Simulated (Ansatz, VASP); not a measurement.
# One calculation of As, two programs

```
As
1.0
     1.89008    1.09124    3.37638
    -1.89008    1.09124    3.37638
     0.00000   -2.18248    3.37638
As
2
Direct
  0.76965 0.76965 0.76965
  0.23035 0.23035 0.23035
```

Alike in both runs: functional PBE; dispersion D3(BJ); k mesh 15 × 15 × 15; occupations fermi-dirac, width 0.15 eV; no spin polarisation.

Ansatz relaxed the structure, and its values are those at the end. VASP's run is a single point on that final structure, the one shown.

```csv
,VASP,Ansatz
version,VASP 6.6.1,Ansatz 0.2.0
potentials or method,"VASP PAW PBE potentials, release 64 (As_d), cutoff 600 eV","scalar-relativistic, plane waves, PAW"
valence electrons in the cell,30,30
```

Ansatz gave:

| Quantity | Value |
| --- | --- |
| gap on the k mesh at the Fermi level (eV) | none |
| pressure (GPa) | 0.0 |
| rms of the force components (eV/Å) | 0.000 |

Problem. Estimate VASP's values.

Solution. gap on the k mesh at the Fermi level (eV): none; pressure (GPa): 0.1; rms of the force components (eV/Å): 0.006.

A gap of «none» marks a metal or a gap that the smearing closes.
